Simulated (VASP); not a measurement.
A run of VASP 6.6.1 is set up as follows.

Contents of INCAR:

```
SYSTEM = La
PREC = Accurate
ENCUT = 520
EDIFF = 1E-6
ISMEAR = -1
SIGMA = 0.1
LREAL = .False.
LASPH = .True.
NELM = 100
ALGO = Normal
ISIF = 2
LWAVE = .False.
LCHARG = .False.
NBANDS = 18
```

Contents of KPOINTS:

```
Automatic mesh
0
Gamma
  12 12 9
  0 0 0
```

File POSCAR:

```
La
1.0
   -3.0296853333      3.0281881760      1.8769089947
    3.0281881760     -3.0296853333      1.8769089947
    3.0448638903      3.0448638903     -1.8796510410
La
2
Direct
    0.0001551023      0.9998448977      0.0000000000
    0.7498448977      0.2501551023      0.5000000000
```

Potentials or basis: VASP PAW LDA potentials, release 64 (La).

Run with:

```sh
$ cat potpaw_LDA.64/La/POTCAR > POTCAR
$ mpirun -np 1 vasp_std > vasp.out
```

Problem. What does it give for the pressure?

Solution. -3.3 GPa.

Problem. What does it give for the band gap on the k mesh?

Solution. Zero (bands 11 and 12 overlap by 1.26 eV).

Stress tensor (GPa, compression positive):
```
-3.16 -0.02  0.01
-0.02 -3.16  0.01
 0.01  0.01 -3.70
```

Caveat: the cell stands under tension; spin-orbit coupling is left out, which moves the levels of the heavy elements.
